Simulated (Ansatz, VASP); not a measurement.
**One calculation of Gd, two programs**

INCAR

```
PREC     = Accurate       # precision mode
ENCUT    = 520            # plane-wave cutoff, eV
EDIFF    = 1E-7           # SCF threshold, eV
ISMEAR   = -1             # smearing method
SIGMA    = 0.05           # smearing width, eV
LREAL    = False          # projectors in reciprocal space
LASPH    = True           # aspherical terms in the spheres
NELM     = 150            # most SCF steps
ALGO     = Normal         # electronic algorithm
ISIF     = 2              # what is computed and relaxed
LWAVE    = False          # write WAVECAR
LCHARG   = False          # write CHGCAR
ISPIN    = 2              # spin polarisation
MAGMOM   = 8.8            # initial moments
LORBIT   = 11             # projections on sites
NUPDOWN  = 8.8            # fixed moment
LMAXMIX  = 6              # l up to which the mixer works
GGA      = PE             # functional
NBANDS   = 19             # bands
```

The input KPOINTS:

```
regular mesh
0
Gamma
  8 8 8
```

The input POSCAR:

```
Gd
1.0
    0.0000000000      2.5858190855      2.5858190855
    2.5858190855      0.0000000000      2.5858190855
    2.5858190855      2.5858190855      0.0000000000
Gd
1
Direct
    0.0000000000      0.0000000000      0.0000000000
```

The input input.yaml:

```yaml
crystal:
  lattice:
    - [0.0, 2.5858190855, 2.5858190855]
    - [2.5858190855, 0.0, 2.5858190855]
    - [2.5858190855, 2.5858190855, 0.0]
  atoms:
    - { symbol: Gd, position: [0.0, 0.0, 0.0], spin: 8.8 }
hamiltonian:
  xc: pbe
  pseudopotentials: { kind: paw }
magnetization:
  spin_polarized: true
  initial_magnetization: 8.8
  spin_locking: { lock_magnetization: hard }
kpoints:
  mp_grid: { grid: [8, 8, 8] }
scf:
  occupations: { method: fermi_dirac, width: 0.05 }
  lower_state_search: "off"
output:
  forces: true
  stress: true
  eigenvalues: true
```

Alike in both runs: task single point; functional PBE; k mesh 8 × 8 × 8; occupations fermi-dirac, width 0.05 eV; collinear spin; fixed moment 8.8 μB.

|  | VASP | Ansatz |
| --- | --- | --- |
| version | VASP 6.6.1 | Ansatz 0.2.0 |
| potentials or method | VASP PAW PBE potentials, release 64 (Gd) | Ansatz PAW |
| plane-wave cutoff (eV) | 520 | 420 |
| valence electrons in the cell | 18 | 18 |

```tsv
	VASP	Ansatz	Ansatz less VASP
pressure (GPa)	1.2	1.3	+0.05
net moment per atom (μB)	8.80	8.80	0.000
size of the moment on the site where the two differ most (μB)	7.37	8.07	+0.697
```

Site moments also hang on the region over which each program counts them.

Spin-orbit coupling is off throughout.
